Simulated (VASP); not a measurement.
# CaO (P6_3/mmc) in VASP: a series of runs

The runs below take CaO through single point, with PBE, r2SCAN.

All numbers are computed with VASP 6.6.1; they aren't measurements. Logs are shortened: lines on timing, memory, paths and dates and some standing lists are left out, and cuts for length are marked.

## Step 1: The cell of the first run

The structure is hexagonal, space group P6_3/mmc (No. 194). The conventional cell has a = 3.981 Å, b = 3.981 Å, c = 4.770 Å, α = 90.00°, β = 90.00°, γ = 120.00°. Within 3.0 Å of Ca (site symmetry -6m2) lie 5 O at 2.30 to 2.39 Å. O (site symmetry -6m2) has 5 Ca at 2.30 to 2.39 Å within 3.0 Å.

## Step 2: Single point, PBE

The input, INCAR:

```
  PREC = Accurate
  ENCUT = 520
  EDIFF = 1E-6
  ISMEAR = 0
  SIGMA = 0.01
  LREAL = F
  LASPH = T
  NELM = 60
  ALGO = Normal
  ISIF = 2
  LWAVE = F
  LCHARG = T
  GGA = PE
  LELF = T
  LVHAR = T
  NBANDS = 24
```

The input, KPOINTS:

```
regular mesh
0
Gamma
  12 12 6
```

The input, POSCAR:

```
CaO
1.0
    3.9810268700      0.0000000000      0.0000000000
   -1.9905134350      3.4476704026      0.0000000000
    0.0000000000      0.0000000000      4.7701151863
Ca O
2 2
Direct
    0.3333333333      0.6666666667      0.2500000000
    0.6666666667      0.3333333333      0.7500000000
    0.6666666667      0.3333333333      0.2500000000
    0.3333333333      0.6666666667      0.7500000000
```

Potentials or basis: VASP PAW PBE potentials, release 64 (Ca_sv, O).

Run with:

```console
$ cat potpaw_PBE.64/Ca_sv/POTCAR potpaw_PBE.64/O/POTCAR > POTCAR
$ mpirun -np 1 vasp_std > vasp.out
```

OUTCAR:

```text
PREC = Accurate
   ENCUT = 520
   EDIFF = 1E-6
   ISMEAR = 0
   LREAL = F
   LASPH = T
   NELM = 60
   ISIF = 2
   GGA = PE

 ion  position               nearest neighbor table
   1  0.333  0.667  0.250-   3 2.30   3 2.30   3 2.30   4 2.39   4 2.39
   2  0.667  0.333  0.750-   4 2.30   4 2.30   4 2.30   3 2.39   3 2.39
   3  0.667  0.333  0.250-   1 2.30   1 2.30   1 2.30   2 2.39   2 2.39
   4  0.333  0.667  0.750-   2 2.30   2 2.30   2 2.30   1 2.39   1 2.39

  LATTYP: Found a hexagonal cell.
 ALAT       =     3.9810268700
 C/A-ratio  =     1.1982122558

  Lattice vectors:

 A1 = (   3.9810268700,   0.0000000000,   0.0000000000)
 A2 = (  -1.9905134350,   3.4476704026,   0.0000000000)
 A3 = (   0.0000000000,   0.0000000000,   4.7701151863)

Analysis of symmetry for initial positions (statically):
=====================================================================
 Subroutine PRICEL returns:
 Original cell was already a primitive cell.

 Routine SETGRP: Setting up the symmetry group for a
 hexagonal supercell.

 Subroutine GETGRP returns: Found 24 space group operations
 (whereof 12 operations were pure point group operations)
 out of a pool of 24 trial point group operations.

The static configuration has the point symmetry D_3d.
 The point group associated with its full space group is D_6h.

Analysis of symmetry for dynamics (positions and initial velocities):
=====================================================================
 Subroutine PRICEL returns:
 Original cell was already a primitive cell.

 Routine SETGRP: Setting up the symmetry group for a
 hexagonal supercell.

 Subroutine GETGRP returns: Found 24 space group operations
 (whereof 12 operations were pure point group operations)
 out of a pool of 24 trial point group operations.

The dynamic configuration has the point symmetry D_3d.
 The point group associated with its full space group is D_6h.

 Subroutine INISYM returns: Found 24 space group operations
 (whereof 12 operations are pure point group operations),
 and found     1 'primitive' translations

----------------------------------------------------------------------------------------

                                     Primitive cell

  volume of cell :      65.4711
[... 77 lines left out ...]
   total plane-waves  NPLWV =  32400
   dimension x,y,z NGX =    30 NGY =   30 NGZ =   36
   dimension x,y,z NGXF=    60 NGYF=   60 NGZF=   72
   ions per type =               2   2
   NGX,Y,Z   is equivalent  to a cutoff of  12.53, 12.53, 12.55 a.u.
   NGXF,Y,Z  is equivalent  to a cutoff of  25.06, 25.06, 25.09 a.u.
 SYSTEM =  unknown system
   PREC   = accura    normal or accurate (medium, high low for compatibility)
   ISTART =      0    job   : 0-new  1-cont  2-samecut
   ICHARG =      2    charge: 1-file 2-atom 10-const
   ISPIN  =      1    spin polarized calculation?
   LNONCOLLINEAR =      F non collinear calculations
   LSORBIT =      F    spin-orbit coupling
   LASPH  =      T    aspherical Exc in radial PAW
   ENCUT  =  520.0 eV  38.22 Ry    6.18 a.u.   7.40  7.40  8.87*2*pi/ulx,y,z
   NELM   =     60;   NELMIN=  2; NELMDL= -5     # of ELM steps
   EDIFF  = 0.1E-05   stopping-criterion for ELM
   LREAL  =      F    real-space projection
[... 7 lines left out ...]
   TEBEG  =    0.0;   TEEND  =   0.0 temperature during run
   PSTRESS=    0.0 pullay stress
   NELECT =      32.0000    total number of electrons
   NUPDOWN=      -1.0000    fix difference up-down
   EMIN   =  10.00;   EMAX   =-10.00  energy-range for DOS
   EFERMI =   0.00;   METHOD = LEGACY
   ISMEAR =     0;   SIGMA  =   0.01  broadening in eV -4-tet -1-fermi 0-gaus
   EFERMI_NEDOS =   21; number of points for ismear=-14 and -15
   IALGO  =     38    algorithm
   IMIX   =      4    mixing-type and parameters
     AMIX     =   0.40;   BMIX     =  1.00
     AMIX_MAG =   1.60;   BMIX_MAG =  1.00
  volume/ion in A,a.u.               =      16.37       110.46
  Fermi-wavevector in a.u.,A,eV,Ry     =   1.289560  2.436915 22.626016  1.662965
  Thomas-Fermi vector in A             =   2.421445
   LORBIT       =      0    0 simple, 1 ext, 2 COOP (PROOUT), +10 PAW based schemes
   GGA     = PE    functional components
   LHFCALC =     F    Hartree Fock is set to
   AEXX    =    0.0000 exact exchange contribution
   IVDW    =     0    specifies the selected vdW correction
   LEPSILON=     F    determine dielectric tensor
   LRPA    =     F    only Hartree local field effects (RPA)
 non-spin polarized calculation
 Gauss-broadening in eV      SIGMA  =   0.01
  energy-cutoff  :      520.00
  volume of cell :       65.47
 maximum number of plane-waves:      1811
 NGX is ok and might be reduce to    30
   NGX = 15   NGY = 15   NGZ = 17

 number of electron      31.9999988 magnetization

 Free energy of the ion-electron system (eV)
  ---------------------------------------------------
  ext. energy  EPLUGINS =         0.00000000
  ---------------------------------------------------
  free energy    TOTEN  =       -25.33813393 eV

  energy without entropy =      -25.33813393  energy(sigma->0) =      -25.33813393

 E-fermi :   1.4329     XC(G=0):  -9.4331

 val. band max:        1.3883004876   @ k =   0.0000   0.0000   0.0000
 cond. band min:       4.5783698367   @ k =   0.0000   0.0000   0.0000
 fundamental gap:      3.1900693490
 Fermi energy:         1.4329471309

 k-point     1 :       0.0000    0.0000    0.0000
  band No.  band energies     occupation
      1     -36.2316      2.00000
      2     -36.0959      2.00000
      3     -17.5801      2.00000
      4     -17.3317      2.00000
      5     -17.3317      2.00000
      6     -17.1301      2.00000
[... 637 lines left out ...]
     23       9.8503      0.00000
     24      10.1074      0.00000

 [... further k-points ...]
[... 5 lines left out ...]
  --------------------------------------------------------------------------------------
  -------------------------------------------------------------------------------------
  Total        0.8617596      0.8617596      1.0725528      0.0000000      0.0000000      0.0000000
  in kB       21.0885626     21.0885626     26.2469926      0.0000000      0.0000000      0.0000000
  external PRESSURE =      22.8080393 kB  Pullay stress =       0.0000000 kB

 VOLUME and BASIS-vectors are now :
 -----------------------------------------------------------------------------
  energy-cutoff  :      520.00
  volume of cell :       65.47
      direct lattice vectors                 reciprocal lattice vectors
     3.981026870  0.000000000  0.000000000     0.251191472  0.145025464  0.000000000
    -1.990513435  3.447670403  0.000000000     0.000000000  0.290050928  0.000000000
     0.000000000  0.000000000  4.770115186     0.000000000  0.000000000  0.209638544

 POSITION                                       TOTAL-FORCE (eV/Angst)
 -----------------------------------------------------------------------------------
     -0.00000      2.29845      1.19253         0.000000      0.000000      0.000000
      1.99051      1.14922      3.57759         0.000000     -0.000000      0.000000
      1.99051      1.14922      1.19253        -0.000000      0.000000      0.000000
     -0.00000      2.29845      3.57759         0.000000     -0.000000      0.000000
 -----------------------------------------------------------------------------------
    total drift:                               -0.000000     -0.000000     -0.000000

  FREE ENERGIE OF THE ION-ELECTRON SYSTEM (eV)
  ---------------------------------------------------
  free  energy   TOTEN  =       -25.3381339256 eV

  energy  without entropy=      -25.3381339256  energy(sigma->0) =      -25.33813393
```

It took 48 s on 1 thread of Intel Xeon 6975P-C (Granite Rapids), shared host; peak memory 0.24 GiB.

Results:

| Item | Value |
| --- | --- |
| Free energy | -25.3381 eV |
| Pressure | 2.3 GPa |
| Band gap on the k mesh | 3.19 eV |

Levels at points of the mesh, in eV from the valence-band top:
| k point | band 14 | band 15 | band 16 | band 17 | band 18 | band 19 |
| --- | --- | --- | --- | --- | --- | --- |
| (0.00, 0.00, 0.00) | -1.17 | -1.09 | 0.00 | 3.19 | 6.15 | 6.15 |
| (0.50, 0.00, 0.00) | -0.84 | -0.60 | -0.39 | 4.69 | 5.26 | 5.27 |
| (0.00, 0.00, 0.50) | -1.31 | -1.31 | -1.31 | 5.00 | 5.00 | 7.80 |
| (0.50, 0.00, 0.50) | -1.07 | -0.77 | -0.77 | 5.37 | 5.37 | 7.35 |

A k mesh can miss the band edges.

## Step 3: Single point, r2SCAN

POSCAR is that of step 2.

The input, INCAR.step1:

```
PREC     = Accurate       # precision mode
ENCUT    = 520            # plane-wave cutoff, eV
ISMEAR   = 0              # smearing method
SIGMA    = 0.01           # smearing width, eV
LREAL    = F              # projectors in reciprocal space
LASPH    = T              # aspherical terms in the spheres
NELM     = 60             # most SCF steps
NBANDS   = 24             # bands
GGA      = PE             # functional
ALGO     = Normal         # electronic algorithm
EDIFF    = 1E-4           # SCF threshold, eV
LWAVE    = T              # write WAVECAR
LCHARG   = F              # write CHGCAR
```

The input, INCAR.step2:

```
PREC     = Accurate       # precision mode
ENCUT    = 520            # plane-wave cutoff, eV
EDIFF    = 1E-6           # SCF threshold, eV
ISMEAR   = 0              # smearing method
SIGMA    = 0.01           # smearing width, eV
LREAL    = F              # projectors in reciprocal space
LASPH    = T              # aspherical terms in the spheres
NELM     = 60             # most SCF steps
ALGO     = Normal         # electronic algorithm
ISIF     = 2              # what is computed and relaxed
LWAVE    = F              # write WAVECAR
LCHARG   = T              # write CHGCAR
METAGGA  = R2SCAN         # meta-GGA
LMIXTAU  = T            
LELF     = T              # ELF
LVHAR    = T            
NBANDS   = 24             # bands
ISTART   = 1
```

The input, KPOINTS:

```
Automatic mesh
0
Gamma
  12 12 6
```

Potentials or basis: VASP PAW PBE potentials, release 64 (Ca_sv, O).

Run with:

```console
$ cat potpaw_PBE.64/Ca_sv/POTCAR potpaw_PBE.64/O/POTCAR > POTCAR
$ cp INCAR.step1 INCAR
$ mpirun -np 1 vasp_std > vasp.out
$ cp INCAR.step2 INCAR
$ mpirun -np 1 vasp_std > vasp.out
```

It took 3.1 min on 1 thread of Intel Xeon 6975P-C (Granite Rapids), shared host; peak memory 0.24 GiB.

Results (log left out):

| Quantity | Value |
| --- | --- |
| Free energy | -38.4872 eV |
| Pressure | 1.0 GPa |
| Band gap on the k mesh | 3.61 eV |

Levels at points of the mesh, in eV from the valence-band top:
| k point | band 13 | band 14 | band 15 | band 16 | band 17 | band 18 | band 19 | band 20 |
| --- | --- | --- | --- | --- | --- | --- | --- | --- |
| (0.00, 0.00, 0.00) | -1.17 | -1.17 | -1.08 | 0.00 | 3.61 | 6.82 | 6.82 | 8.41 |
| (0.50, 0.00, 0.00) | -0.85 | -0.83 | -0.58 | -0.38 | 5.13 | 5.79 | 5.88 | 8.33 |
| (0.00, 0.00, 0.50) | -1.30 | -1.30 | -1.30 | -1.30 | 5.44 | 5.44 | 8.50 | 8.50 |
| (0.50, 0.00, 0.50) | -1.07 | -1.07 | -0.75 | -0.75 | 5.83 | 5.83 | 8.02 | 8.02 |

Caveat: the PAW data sets were made with another functional, which shifts forces and pressure a little. A k mesh can miss the band edges.
